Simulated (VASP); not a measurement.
Write the native input for VASP 6.6.1 that does the following.

```yaml
Task: single point
Functional: LDA
Potentials_or_basis: VASP PAW LDA potentials, release 64 (Cu)
Cutoff: 520 eV
k_mesh: 17 × 17 × 10
Occupations: fermi-dirac, width 0.1 eV
Spin: no spin polarisation
Dipole_correction: no
Further_INCAR_settings: ALGO = Normal; EDIFF = 1e-06; NBANDS = 18
```

The structure of Cu lies in POSCAR:

```
Cu
1.0
    2.0954627789      0.0000000000      0.0000000000
   -1.0477313895      1.8147239992      0.0000000000
    0.0000000000      0.0000000000      3.4378167369
Cu
2
Direct
    0.3333333333      0.6666666667      0.2500000000
    0.6666666667      0.3333333333      0.7500000000
```

This cell differs from its parent crystal: volume scaled by 0.6.

One way to write it, as run:

INCAR

```
SYSTEM = Cu
ALGO = Normal ; EDIFF = 1E-6
ENCUT = 520 ; GGA = CA
ISIF = 2 ; ISMEAR = -1
LASPH = .True. ; LCHARG = .True.
LELF = .True. ; LREAL = .False.
LVHAR = .True. ; LWAVE = .False.
NBANDS = 18 ; NELM = 100
PREC = Accurate ; SIGMA = 0.1
```

KPOINTS

```
k-points
0
Gamma
  17 17 10
  0 0 0
```

Potentials or basis: VASP PAW LDA potentials, release 64 (Cu).

Command:

```console
$ cat potpaw_LDA.64/Cu/POTCAR > POTCAR
$ mpirun -np 1 vasp_std > vasp.out
```

It gave:

```
Pressure               : 340.3 GPa
Band gap on the k mesh : zero (band 11 reaches 23.52 eV, above the bottom of band 12 at 14.54 eV)
```

Wall time 19 s on 1 thread of Intel(R) Xeon(R) Platinum 8559C (Emerald Rapids), with other jobs on the host, peak memory 0.14 GiB.
